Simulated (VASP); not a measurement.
# SiC3 (Cmmm) in VASP: single point with PBE

Aim: the single point of SiC3 with PBE.

Everything below comes from runs of VASP 6.6.1. Logs are shortened: lines on timing, memory, paths and dates and some standing lists are left out, and cuts for length are marked.

**1. The cell of the first run**

It takes space group Cmmm (No. 65, orthorhombic). Conventional cell: a = 3.007 Å, b = 7.160 Å, c = 7.847 Å, α = 90.00°, β = 90.00°, γ = 90.00°. Si (site symmetry mmm) has 2 C at 1.50 Å within 2.0 Å. Within 2.0 Å of C (site symmetry mmm) lie 2 Si at 1.50 Å. C (site symmetry 2/m) has 2 C at 1.50 Å within 2.0 Å.

**2. Single point, PBE**

INCAR

```
SYSTEM = SiC3
  ALGO = Normal
  EDIFF = 1E-6
  ENCUT = 520
  GGA = PE
  ISIF = 2
  ISMEAR = 0
  LASPH = .True.
  LCHARG = .False.
  LREAL = .False.
  LWAVE = .False.
  NBANDS = 16
  NELM = 100
  PREC = Accurate
  SIGMA = 0.1
```

KPOINTS

```
k-points
0
Gamma
  16 16 6
  0 0 0
```

POSCAR

```
SiC3
1.0
    1.5035378298     -3.5797896396      0.0000000000
    1.5035378298      3.5797896396      0.0000000000
    0.0000000000      0.0000000000      7.8472407395
Si C
1 3
Direct
    0.5000000000      0.5000000000      0.0000000000
    0.0000000000      0.0000000000      0.0000000000
    0.0000000000      0.5000000000      0.5000000000
    0.5000000000      0.0000000000      0.5000000000
```

Potentials or basis: VASP PAW PBE potentials, release 64 (Si, C).

Launch:

```bash
$ cat potpaw_PBE.64/Si/POTCAR potpaw_PBE.64/C/POTCAR > POTCAR
$ mpirun -np 1 vasp_std > vasp.out
```

OUTCAR:

```text
SYSTEM = SiC3
   EDIFF = 1E-6
   ENCUT = 520
   GGA = PE
   ISIF = 2
   ISMEAR = 0
   LASPH = .True.
   LREAL = .False.
   NELM = 100
   PREC = Accurate

 ion  position               nearest neighbor table
   1  0.500  0.500  0.000-   2 1.50   2 1.50
   2  0.000  0.000  0.000-   1 1.50   1 1.50
   3  0.000  0.500  0.500-   4 1.50   4 1.50
   4  0.500  0.000  0.500-   3 1.50   3 1.50

  LATTYP: Found a base centered orthorhombic cell.
 ALAT       =     3.0070756596
 B/A-ratio  =     2.3809109213
 C/A-ratio  =     2.6095920515

  Lattice vectors:

 A1 = (   1.5035378298,  -3.5797896396,   0.0000000000)
 A2 = (   1.5035378298,   3.5797896396,   0.0000000000)
 A3 = (   0.0000000000,   0.0000000000,   7.8472407395)

Analysis of symmetry for initial positions (statically):
=====================================================================
 Subroutine PRICEL returns:
 Original cell was already a primitive cell.

 Routine SETGRP: Setting up the symmetry group for a
 base centered orthorhombic supercell.

 Subroutine GETGRP returns: Found  8 space group operations
 (whereof  8 operations were pure point group operations)
 out of a pool of  8 trial point group operations.

The static configuration has the point symmetry D_2h.

Analysis of symmetry for dynamics (positions and initial velocities):
=====================================================================
 Subroutine PRICEL returns:
 Original cell was already a primitive cell.

 Routine SETGRP: Setting up the symmetry group for a
 base centered orthorhombic supercell.

 Subroutine GETGRP returns: Found  8 space group operations
 (whereof  8 operations were pure point group operations)
 out of a pool of  8 trial point group operations.

The dynamic configuration has the point symmetry D_2h.

 Subroutine INISYM returns: Found  8 space group operations
 (whereof  8 operations are pure point group operations),
 and found     1 'primitive' translations

----------------------------------------------------------------------------------------

                                     Primitive cell

  volume of cell :      84.4732

  direct lattice vectors                    reciprocal lattice vectors
     1.503537830 -3.579789640  0.000000000     0.332548999 -0.139673012  0.000000000
     1.503537830  3.579789640  0.000000000     0.332548999  0.139673012  0.000000000
     0.000000000  0.000000000  7.847240740     0.000000000  0.000000000  0.127433328

  length of vectors
     3.882720679  3.882720679  7.847240740     0.360690153  0.360690153  0.127433328

  position of ions in fractional coordinates (direct lattice)
     0.500000000  0.500000000  0.000000000
     0.000000000  0.000000000  0.000000000
     1.000000000  0.500000000  0.500000000
     0.500000000  1.000000000  0.500000000

  ion indices of the primitive-cell ions
   primitive index   ion index
                 1           1
                 2           2
                 3           3
                 4           4

----------------------------------------------------------------------------------------

 KPOINTS: k-points

Automatic generation of k-mesh.
 Grid dimensions read from file:
 generate k-points for:   16   16    6

 Generating k-lattice:

  Cartesian coordinates                     Fractional coordinates (reciprocal lattice)
     0.020784312 -0.008729563  0.000000000     0.062500000 -0.000000000  0.000000000
     0.020784312  0.008729563  0.000000000    -0.000000000  0.062500000  0.000000000
     0.000000000  0.000000000  0.021238888     0.000000000  0.000000000  0.166666667

  Length of vectors
     0.022543135  0.022543135  0.021238888

  Shift w.r.t. Gamma in fractional coordinates (k-lattice)
     0.000000000  0.000000000  0.000000000

 Subroutine IBZKPT returns following result:
 ===========================================

 Found    292 irreducible k-points:

 Following reciprocal coordinates:
            Coordinates               Weight
  0.000000  0.000000  0.000000      1.000000
  0.062500  0.000000  0.000000      4.000000
  0.125000  0.000000  0.000000      4.000000
  0.187500  0.000000  0.000000      4.000000
  0.250000  0.000000  0.000000      4.000000
  0.312500 -0.000000  0.000000      4.000000
[... 16 lines left out ...]
 -0.125000  0.062500  0.000000      4.000000
 -0.062500  0.062500  0.000000      2.000000
 [... further k-points ...]
   k-points           NKPTS =    292   k-points in BZ     NKDIM =    292   number of bands    NBANDS=     16
   number of dos      NEDOS =    301   number of ions     NIONS =      4
   total plane-waves  NPLWV =  54000
   dimension x,y,z NGX =    30 NGY =   30 NGZ =   60
   dimension x,y,z NGXF=    60 NGYF=   60 NGZF=  120
   ions per type =               1   3
   NGX,Y,Z   is equivalent  to a cutoff of  12.85, 12.85, 12.71 a.u.
   NGXF,Y,Z  is equivalent  to a cutoff of  25.69, 25.69, 25.42 a.u.
 SYSTEM =  SiC3
   PREC   = accura    normal or accurate (medium, high low for compatibility)
   ISTART =      0    job   : 0-new  1-cont  2-samecut
   ICHARG =      2    charge: 1-file 2-atom 10-const
   ISPIN  =      1    spin polarized calculation?
   LNONCOLLINEAR =      F non collinear calculations
   LSORBIT =      F    spin-orbit coupling
   LASPH  =      T    aspherical Exc in radial PAW
   ENCUT  =  520.0 eV  38.22 Ry    6.18 a.u.   7.22  7.22 14.59*2*pi/ulx,y,z
   NELM   =    100;   NELMIN=  2; NELMDL= -5     # of ELM steps
   EDIFF  = 0.1E-05   stopping-criterion for ELM
   LREAL  =      F    real-space projection
[... 7 lines left out ...]
   TEBEG  =    0.0;   TEEND  =   0.0 temperature during run
   PSTRESS=    0.0 pullay stress
   NELECT =      16.0000    total number of electrons
   NUPDOWN=      -1.0000    fix difference up-down
   EMIN   =  10.00;   EMAX   =-10.00  energy-range for DOS
   EFERMI =   0.00;   METHOD = LEGACY
   ISMEAR =     0;   SIGMA  =   0.10  broadening in eV -4-tet -1-fermi 0-gaus
   EFERMI_NEDOS =   21; number of points for ismear=-14 and -15
   IALGO  =     38    algorithm
   IMIX   =      4    mixing-type and parameters
     AMIX     =   0.40;   BMIX     =  1.00
     AMIX_MAG =   1.60;   BMIX_MAG =  1.00
  volume/ion in A,a.u.               =      21.12       142.51
  Fermi-wavevector in a.u.,A,eV,Ry     =   0.940175  1.776673 12.026576  0.883928
  Thomas-Fermi vector in A             =   2.067560
   LORBIT       =      0    0 simple, 1 ext, 2 COOP (PROOUT), +10 PAW based schemes
   GGA     = PE    functional components
   LHFCALC =     F    Hartree Fock is set to
   AEXX    =    0.0000 exact exchange contribution
   IVDW    =     0    specifies the selected vdW correction
   LEPSILON=     F    determine dielectric tensor
   LRPA    =     F    only Hartree local field effects (RPA)
 non-spin polarized calculation
 Gauss-broadening in eV      SIGMA  =   0.10
  energy-cutoff  :      520.00
  volume of cell :       84.47
 maximum number of plane-waves:      2302
 NGX is ok and might be reduce to    30
   NGX = 15   NGY = 15   NGZ = 29

 number of electron      15.9999998 magnetization

 Free energy of the ion-electron system (eV)
  ---------------------------------------------------
  ext. energy  EPLUGINS =         0.00000000
  ---------------------------------------------------
  free energy    TOTEN  =       -23.93608894 eV

  energy without entropy =      -23.93057814  energy(sigma->0) =      -23.93333354

 E-fermi :  -0.3303     XC(G=0):  -7.2610

 val. band max:       -0.3392541240   @ k =   0.5000   0.0000   0.5000
 cond. band min:      -0.3300642598   @ k =   0.3125   0.1875   0.1667
 fundamental gap:      0.0091898641
 Fermi energy:        -0.3302672003

 k-point     1 :       0.0000    0.0000    0.0000
  band No.  band energies     occupation
      1     -14.8800      2.00000
      2     -12.7478      2.00000
      3      -7.6692      2.00000
      4      -4.3148      2.00000
      5      -3.9599      2.00000
      6      -3.3056      2.00000
[... 8 lines left out ...]
     15       8.4109      0.00000
     16       9.0700      0.00000

 k-point     2 :       0.0625    0.0000    0.0000
  band No.  band energies     occupation
      1     -14.8361      2.00000
      2     -12.6959      2.00000
      3      -7.8133      2.00000
      4      -4.2527      2.00000
      5      -4.1154      2.00000
      6      -3.2634      2.00000
[... 8 lines left out ...]
     15       8.4555      0.00000
     16       9.1108      0.00000

 k-point     3 :       0.1250    0.0000    0.0000
  band No.  band energies     occupation
      1     -14.7046      2.00000
      2     -12.5412      2.00000
      3      -8.2108      2.00000
      4      -4.5466      2.00000
      5      -4.0666      2.00000
      6      -3.1357      2.00000
[... 8 lines left out ...]
     15       7.7193      0.00000
     16       8.9102      0.00000

 k-point     4 :       0.1875    0.0000    0.0000
  band No.  band energies     occupation
      1     -14.4869      2.00000
      2     -12.2871      2.00000
      3      -8.7842      2.00000
      4      -5.1740      2.00000
      5      -3.7579      2.00000
      6      -2.9201      2.00000
[... 8 lines left out ...]
     15       6.4630      0.00000
     16       9.2970      0.00000

 k-point     5 :       0.2500    0.0000    0.0000
  band No.  band energies     occupation
      1     -14.1853      2.00000
      2     -11.9405      2.00000
      3      -9.4563      2.00000
      4      -5.9139      2.00000
      5      -3.3288      2.00000
      6      -2.6128      2.00000
[... 8 lines left out ...]
     15       6.8917      0.00000
     16       9.2676      0.00000

 k-point     6 :       0.3125   -0.0000    0.0000
  band No.  band energies     occupation
      1     -13.8030      2.00000
      2     -11.5144      2.00000
      3     -10.1691      2.00000
      4      -6.6951      2.00000
      5      -2.7829      2.00000
      6      -2.2097      2.00000
[... 8 lines left out ...]
     15       7.5204      0.00000
     16       9.4051      0.00000

 k-point     7 :       0.3750    0.0000    0.0000
  band No.  band energies     occupation
      1     -13.3444      2.00000
      2     -11.0365      2.00000
      3     -10.8834      2.00000
      4      -7.4505      2.00000
      5      -2.1264      2.00000
      6      -1.7069      2.00000
[... 8 lines left out ...]
     15       8.1414      0.00000
     16       9.6891      0.00000

 k-point     8 :       0.4375    0.0000    0.0000
  band No.  band energies     occupation
      1     -12.8148      2.00000
      2     -11.5735      2.00000
      3     -10.5810      2.00000
      4      -8.0812      2.00000
      5      -1.3741      2.00000
      6      -1.1018      2.00000
[... 8 lines left out ...]
     15       8.6943      0.00000
     16      10.0158      0.00000

 k-point     9 :       0.5000    0.0000    0.0000
  band No.  band energies     occupation
      1     -12.2216      2.00000
      2     -12.2212      2.00000
      3     -10.3588      2.00000
      4      -8.3632      2.00000
      5      -0.7291      2.00000
      6      -0.6533      2.00000
[... 8 lines left out ...]
     15       9.0716      0.00000
     16      10.1877      0.00000
[... 172 lines left out ...]
 k-point    19 :      -0.3750    0.0625    0.0000
  band No.  band energies     occupation
      1     -13.7709      2.00000
      2     -11.4578      2.00000
      3     -10.1883      2.00000
      4      -6.7319      2.00000
      5      -2.7146      2.00000
      6      -2.4525      2.00000
[... 8 lines left out ...]
     15       7.9133      0.00000
     16       8.9576      0.00000

 k-point    20 :      -0.3125    0.0625    0.0000
  band No.  band energies     occupation
      1     -14.1554      2.00000
      2     -11.8871      2.00000
      3      -9.4708      2.00000
      4      -5.9439      2.00000
      5      -3.2678      2.00000
      6      -2.8412      2.00000
[... 8 lines left out ...]
     15       7.2904      0.00000
     16       8.8406      0.00000

 k-point    21 :      -0.2500    0.0625    0.0000
  band No.  band energies     occupation
      1     -14.4609      2.00000
      2     -12.2406      2.00000
      3      -8.7941      2.00000
      4      -5.1958      2.00000
      5      -3.7064      2.00000
      6      -3.1219      2.00000
[... 8 lines left out ...]
     15       6.7174      0.00000
     16       9.0375      0.00000

 k-point    22 :      -0.1875    0.0625    0.0000
  band No.  band energies     occupation
      1     -14.6838      2.00000
      2     -12.5042      2.00000
      3      -8.2168      2.00000
      4      -4.5606      2.00000
      5      -4.0264      2.00000
      6      -3.2993      2.00000
[... 8 lines left out ...]
     15       7.5418      0.00000
     16       9.3864      0.00000

 k-point    23 :      -0.1250    0.0625    0.0000
  band No.  band energies     occupation
      1     -14.8216      2.00000
      2     -12.6703      2.00000
      3      -7.8165      2.00000
      4      -4.2251      2.00000
      5      -4.1231      2.00000
      6      -3.3786      2.00000
[... 8 lines left out ...]
     15       8.2496      0.00000
     16       9.2324      0.00000

 k-point    24 :      -0.0625    0.0625    0.0000
  band No.  band energies     occupation
      1     -14.8727      2.00000
      2     -12.7348      2.00000
      3      -7.6707      2.00000
      4      -4.3008      2.00000
      5      -3.9634      2.00000
      6      -3.3652      2.00000
[... 8 lines left out ...]
     15       8.3636      0.00000
     16       9.1080      0.00000

 [... further k-points ...]

------------------------ aborting loop because EDIFF is reached ----------------------------------------

  FORCE on cell =-STRESS in cart. coord.  units (eV):
  Direction    XX          YY          ZZ          XY          YZ          ZX
  --------------------------------------------------------------------------------------
  -------------------------------------------------------------------------------------
  Total       -0.0729985     -0.0263633      0.0080142     -0.0000000      0.0000000      0.0000000
  in kB       -1.3845397     -0.5000245      0.1520036     -0.0000000      0.0000000      0.0000000
  external PRESSURE =      -0.5775202 kB  Pullay stress =       0.0000000 kB

 VOLUME and BASIS-vectors are now :
 -----------------------------------------------------------------------------
  energy-cutoff  :      520.00
  volume of cell :       84.47
      direct lattice vectors                 reciprocal lattice vectors
     1.503537830 -3.579789640  0.000000000     0.332548999 -0.139673012  0.000000000
     1.503537830  3.579789640  0.000000000     0.332548999  0.139673012  0.000000000
     0.000000000  0.000000000  7.847240740     0.000000000  0.000000000  0.127433328

 POSITION                                       TOTAL-FORCE (eV/Angst)
 -----------------------------------------------------------------------------------
      1.50354      0.00000      0.00000         0.000000      0.000000      0.000000
      0.00000      0.00000      0.00000         0.000000     -0.000000      0.000000
      0.75177      1.78989      3.92362         0.000000     -0.000000      0.000000
      0.75177     -1.78989      3.92362        -0.000000     -0.000000      0.000000
 -----------------------------------------------------------------------------------
    total drift:                               -0.000000      0.000000      0.000000

  FREE ENERGIE OF THE ION-ELECTRON SYSTEM (eV)
  ---------------------------------------------------
  free  energy   TOTEN  =       -23.9360889370 eV

  energy  without entropy=      -23.9305781382  energy(sigma->0) =      -23.93333354
```

Run time: 8.3 min. Hardware: 1 thread of AMD EPYC 7R43 (Zen 3), shared host; peak memory 0.42 GiB.

What came out:

- Free energy: -23.9361 eV
- Pressure: -0.1 GPa
- Band gap on the k mesh: zero (band 8 reaches -0.29 eV, above the bottom of band 9 at -0.39 eV)

Stress tensor (GPa, compression positive):
```
-0.14  0.00  0.00
 0.00 -0.05  0.00
 0.00  0.00  0.02
```

Levels at points of the mesh, in eV from the Fermi level:
```csv
k point,band 4,band 5,band 6,band 7,band 8,band 9,band 10,band 11,band 12,band 13
"(0.00, 0.00, 0.00)",-3.98,-3.63,-2.98,-2.56,-1.29,2.29,2.83,5.87,6.51,6.79
"(0.50, 0.00, 0.00)",-8.03,-0.40,-0.32,-0.11,-0.06,-0.06,0.12,2.61,2.77,6.24
"(0.50, 0.50, 0.00)",-4.31,-3.72,-3.64,-3.58,-2.32,2.05,4.60,6.25,6.72,7.02
"(0.00, 0.00, 0.50)",-3.83,-3.63,-2.97,-2.79,-1.29,2.29,3.13,5.84,6.51,6.79
"(0.50, 0.00, 0.50)",-8.03,-0.38,-0.30,-0.08,-0.07,-0.01,0.01,2.65,2.68,6.39
"(0.50, 0.50, 0.50)",-4.33,-3.84,-3.72,-3.36,-2.27,2.05,4.45,5.68,6.72,7.02
```
